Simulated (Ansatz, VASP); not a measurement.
**H in VASP and in Ansatz**

```
H
1.0
     1.73375   -2.92494    0.00000
     1.73375    2.92494    0.00000
     0.00000    0.00000    6.96510
H
4
Cartesian
  1.7338 -0.2959 6.7418
  1.7338 0.2959 0.2233
  1.7338 0.2959 3.2592
  1.7338 -0.2959 3.7059
```

Alike in both runs: functional r2SCAN; dispersion D3(BJ); k mesh 8 × 8 × 4; occupations gaussian, width 0.02 eV; no spin polarisation.

Ansatz relaxed the structure, and its values are those at the end. VASP's run is a single point on that final structure, the one shown.

|  | VASP | Ansatz |
| --- | --- | --- |
| version | VASP 6.6.1 | Ansatz 0.2.0 |
| potentials or method | VASP PAW PBE potentials, release 64 (H), cutoff 520 eV | scalar-relativistic, plane waves, PAW |
| valence electrons in the cell | 4 | 4 |

|  | VASP | Ansatz | Ansatz less VASP |
| --- | --- | --- | --- |
| gap on the k mesh at the Fermi level (eV) | 9.82 | 9.82 | -0.004 |
| least direct gap on the mesh (eV) | 10.02 | 10.01 | -0.012 |
| pressure (GPa) | -0.1 | 0.0 | +0.14 |
| rms of the force components (eV/Å) | 0.003 | 0.001 | -0.0025 |

VASP's potentials were made for PBE, not for r2SCAN. Ansatz's warnings: dispersion damping borrowed.
